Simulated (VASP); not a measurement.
# Ir3O in VASP: notebook, part 2 of 2

VASP 6.6.1.

## (5) Single point, PBE

Input file INCAR:

```
PREC = Accurate
ENCUT = 520
EDIFF = 1E-6
ISMEAR = 0
SIGMA = 0.1
LREAL = False
LASPH = True
NELM = 60
ALGO = Normal
ISIF = 2
LWAVE = False
LCHARG = False
LDIPOL = True
IDIPOL = 3
DIPOL = 0.5 0.5 0.346
GGA = PE
NBANDS = 24
```

Input file KPOINTS:

```
Automatic mesh
0
Gamma
  10 10 1
```

Input file POSCAR:

```
Ir3O
1.0
    2.7367600872      0.0000000000      0.0000000000
    0.0000000000      2.7367600872      0.0000000000
    0.0000000000      0.0000000000     19.1883373425
Ir O
3 1
Direct
    0.5000000000      0.5000000000      0.2084599582
    0.0000000000      0.0000000000      0.3045662601
    0.5000000000      0.5000000000      0.4006776202
    0.6666666667      1.0000000000      0.4696820198
```

Potentials or basis: VASP PAW PBE potentials, release 64 (Ir, O).

Command:

```bash
cat potpaw_PBE.64/Ir/POTCAR potpaw_PBE.64/O/POTCAR > POTCAR
mpirun -np 1 vasp_std > vasp.out
```

OUTCAR:

```text
PREC = Accurate
   ENCUT = 520
   EDIFF = 1E-6
   ISMEAR = 0
   LREAL = False
   LASPH = True
   NELM = 60
   ISIF = 2
   GGA = PE

 ion  position               nearest neighbor table
   1  0.500  0.500  0.208-   2 2.67   2 2.67   2 2.67   2 2.67
   2  0.000  0.000  0.305-   1 2.67   1 2.67   1 2.67   1 2.67   3 2.67   3 2.67   3 2.67   3 2.67

   3  0.500  0.500  0.401-   4 1.96   4 1.96   2 2.67   2 2.67   2 2.67   2 2.67
   4  0.667  0.000  0.470-   3 1.96   3 1.96

  LATTYP: Found a simple tetragonal cell.
 ALAT       =     2.7367600872
 C/A-ratio  =     7.0113333764

  Lattice vectors:

 A1 = (   2.7367600872,   0.0000000000,   0.0000000000)
 A2 = (   0.0000000000,   2.7367600872,   0.0000000000)
 A3 = (   0.0000000000,   0.0000000000,  19.1883373425)

Analysis of symmetry for initial positions (statically):
=====================================================================
 Subroutine PRICEL returns:
 Original cell was already a primitive cell.

 Routine SETGRP: Setting up the symmetry group for a
 simple tetragonal supercell.

[... 178 lines left out ...]
 fundamental gap:      0.0516038457
 Fermi energy:        -0.9645823465

 k-point     1 :       0.0000    0.0000    0.0000
  band No.  band energies     occupation
      1     -20.1107      2.00000
      2     -10.8329      2.00000
      3      -8.8273      2.00000
      4      -8.1956      2.00000
      5      -7.9390      2.00000
      6      -6.8340      2.00000
[... 637 lines left out ...]
     23       5.5070      0.00000
     24       7.6802      0.00000

 [... further k-points ...]

------------------------ aborting loop because EDIFF is reached ----------------------------------------

 vacuum level on the upper side and lower side of the slab       (xc-potential included)         0.867        -0.888

  FORCE on cell =-STRESS in cart. coord.  units (eV):
  Direction    XX          YY          ZZ          XY          YZ          ZX
  --------------------------------------------------------------------------------------
  -------------------------------------------------------------------------------------
  Total        1.0884812     -0.1200196      3.4565623      0.0000000      0.0000000      0.1354953
  in kB       12.1344669     -1.3379875     38.5340075      0.0000000      0.0000000      1.5105115
  external PRESSURE =      16.4434956 kB  Pullay stress =       0.0000000 kB

 VOLUME and BASIS-vectors are now :
 -----------------------------------------------------------------------------
  energy-cutoff  :      520.00
  volume of cell :      143.72
      direct lattice vectors                 reciprocal lattice vectors
     2.736760087  0.000000000  0.000000000     0.365395566  0.000000000  0.000000000
     0.000000000  2.736760087  0.000000000     0.000000000  0.365395566  0.000000000
     0.000000000  0.000000000 19.188337342     0.000000000  0.000000000  0.052114990

 POSITION                                       TOTAL-FORCE (eV/Angst)
 -----------------------------------------------------------------------------------
      1.36838      1.36838      4.00000        -0.155336      0.000000     -0.282567
      0.00000      0.00000      5.84412        -0.287709      0.000000     -1.160619
      1.36838      1.36838      7.68834         1.174456      0.000000      1.200403
      1.82451      0.00000      9.01242        -0.731412      0.000000      0.242783
 -----------------------------------------------------------------------------------
    total drift:                                0.000342      0.000000     -0.000332

  FREE ENERGIE OF THE ION-ELECTRON SYSTEM (eV)
  ---------------------------------------------------
  free  energy   TOTEN  =       -30.0406447325 eV

  energy  without entropy=      -30.0211732689  energy(sigma->0) =      -30.03090900

 vacuum level on the upper side and lower side of the slab         6.318         4.513
```

OSZICAR:

```text
N       E                     dE             d eps       ncg     rms          rms(c)
DAV:   1     0.328765001102E+03    0.32877E+03   -0.13374E+04  1728   0.116E+03
DAV:   2     0.266819543795E+01   -0.32610E+03   -0.28960E+03  1792   0.349E+02
DAV:   3    -0.331152742321E+02   -0.35783E+02   -0.33312E+02  2616   0.110E+02
[... 17 lines left out ...]
DAV:  21    -0.300406302268E+02   -0.59702E-04   -0.34839E-05  2040   0.303E-02    0.170E-02
DAV:  22    -0.300406391981E+02   -0.89713E-05   -0.53643E-06  2144   0.152E-02    0.985E-03
DAV:  23    -0.300406420124E+02   -0.28143E-05   -0.10374E-06  1560   0.711E-03    0.531E-03
DAV:  24    -0.300406443168E+02   -0.23043E-05   -0.16818E-06  1568   0.790E-03    0.566E-03
DAV:  25    -0.300406447325E+02   -0.41571E-06   -0.58292E-07  1560   0.769E-03
   1 F= -.30040645E+02 E0= -.30030909E+02  d E =-.194715E-01
```

Wall time 4.9 min (1 thread of Intel Xeon 8259CL, shared host); peak memory 0.3 GiB.

What came out:

```yaml
Free_energy: -30.0406 eV
Largest_force: 1.679 eV/Å
Band_gap_on_the_k_mesh: zero (an odd number of electrons rules out a gap without spin polarisation)
```

Forces on the atoms (eV/Å):
```
Ir  -0.155  0.000 -0.283
Ir  -0.288  0.000 -1.161
Ir   1.174  0.000  1.200
O   -0.731  0.000  0.243
```

Levels at points of the mesh, in eV from the Fermi level:
| k point | band 12 | band 13 | band 14 | band 15 | band 16 | band 17 | band 18 | band 19 | band 20 | band 21 |
| --- | --- | --- | --- | --- | --- | --- | --- | --- | --- | --- |
| (0.00, 0.00, 0.00) | -2.14 | -1.42 | -1.29 | -1.21 | -0.46 | -0.37 | 0.16 | 0.86 | 0.88 | 1.14 |
| (0.50, 0.00, 0.00) | -3.00 | -1.95 | -1.70 | -0.78 | 0.16 | 0.44 | 0.76 | 1.81 | 2.30 | 2.34 |
| (0.00, 0.50, 0.00) | -3.11 | -2.32 | -0.94 | -0.90 | -0.37 | 0.24 | 0.53 | 0.76 | 2.09 | 2.12 |
| (0.50, 0.50, 0.00) | -0.89 | -0.09 | 0.38 | 0.58 | 1.12 | 1.19 | 1.38 | 2.10 | 3.78 | 5.59 |

Caveat: spin-orbit coupling is left out, which moves the levels of the heavy elements; an odd number of electrons without spin polarisation forces a metal; a magnetic or distorted state may lie lower.

## (6) Summary

| cell | gap on the mesh (eV) | largest force (eV/Å) |
| --- | --- | --- |
| as given, atomic positions A | none | 1.95 |
| as given, atomic positions B | none | 1.14 |
| as given, atomic positions C | none | 1.69 |
| as given, atomic positions D | none | 1.68 |

Alike in all rows: task single point; level PBE; potentials or basis VASP PAW PBE potentials, release 64 (Ir, O); no spin polarisation; k mesh 10 × 10 × 1; cutoff (eV) 520; smearing gaussian 0.1 eV.

Caveats: spin-orbit coupling is left out, which moves the levels of the heavy elements; an odd number of electrons without spin polarisation forces a metal; a magnetic or distorted state may lie lower.

Absolute energies hang on the potentials; compare differences alone.
